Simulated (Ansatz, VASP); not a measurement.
# Two plane-wave programs on AlGa3N4

The input INCAR:

```
  ALGO = Normal
  EDIFF = 1E-6
  ENCUT = 520
  GGA = CA
  ISIF = 2
  ISMEAR = 0
  LASPH = True
  LCHARG = False
  LREAL = False
  LWAVE = False
  NBANDS = 41
  NELM = 60
  PREC = Accurate
  SIGMA = 0.05
```

Contents of KPOINTS:

```
k-points
0
Gamma
  6 6 6
```

The input POSCAR:

```
AlGa3N4
1.0
    4.5152872089      0.1033646631      0.1033646631
    0.1033646631      4.5152872089      0.1033646631
    0.1033646631      0.1033646631      4.5152872089
Al Ga N
1 3 4
Direct
    0.0000000000      0.0000000000      0.0000000000
    0.5000000000      0.5000000000      0.0000000000
    0.5000000000      0.0000000000      0.5000000000
    0.0000000000      0.5000000000      0.5000000000
    0.7548078379      0.7548078379      0.2451921621
    0.7548078379      0.2451921621      0.7548078379
    0.2451921621      0.7548078379      0.7548078379
    0.2451921621      0.2451921621      0.2451921621
```

Input for Ansatz:

```yaml
crystal:
  lattice:
    - [4.5152872089, 0.1033646631, 0.1033646631]
    - [0.1033646631, 4.5152872089, 0.1033646631]
    - [0.1033646631, 0.1033646631, 4.5152872089]
  atoms:
    - { symbol: Al, position: [0.0, 0.0, 0.0] }
    - { symbol: Ga, position: [0.5, 0.5, 0.0] }
    - { symbol: Ga, position: [0.5, 0.0, 0.5] }
    - { symbol: Ga, position: [0.0, 0.5, 0.5] }
    - { symbol: "N", position: [0.7548078379, 0.7548078379, 0.2451921621] }
    - { symbol: "N", position: [0.7548078379, 0.2451921621, 0.7548078379] }
    - { symbol: "N", position: [0.2451921621, 0.7548078379, 0.7548078379] }
    - { symbol: "N", position: [0.2451921621, 0.2451921621, 0.2451921621] }
basis:
  ecutwfc: 520.0
kpoints:
  mp_grid: { grid: [6, 6, 6] }
hamiltonian:
  xc: lda
  pseudopotentials: { kind: paw, azcp: { folder: soft_1 } }
scf:
  occupations: { method: gaussian, width: 0.05 }
output:
  forces: true
  stress: true
  eigenvalues: true
```

Change from the starting cell: equal engineering shear yz, xz and xy +0.0467, equal normal strain along x, y and z +0.0200.

Alike in both runs: task single point; functional LDA; k mesh 6 × 6 × 6; occupations gaussian, width 0.05 eV; no spin polarisation.

|  | VASP | Ansatz |
| --- | --- | --- |
| version | VASP 6.6.1 | Ansatz 0.2.0 |
| potentials or method | VASP PAW LDA potentials, release 64 (Al, Ga_d, N), cutoff 520 eV | scalar-relativistic, plane waves, PAW |
| valence electrons in the cell | 62 | 62 |

Ansatz gave:

```
gap on the k mesh at the Fermi level (eV)                     : 1.93
least direct gap on the mesh (eV)                             : 1.93
pressure (GPa)                                                : -9.3
traceless stress, the component that is largest in VASP (GPa) : -7.56
rms of the force components (eV/Å)                            : 0.176
```

Problem. Which values does VASP return?

Solution. gap on the k mesh at the Fermi level (eV): 1.94; least direct gap on the mesh (eV): 1.94; pressure (GPa): -8.5; traceless stress, the component that is largest in VASP (GPa): -7.69; rms of the force components (eV/Å): 0.191.

Ansatz warns that its potentials were made for another functional, while VASP's fit it. LDA's correlation is that of Perdew and Zunger in VASP and of Perdew and Wang (1992) in Ansatz. Atom by atom the forces differ by 0.018 eV/Å (rms over components).
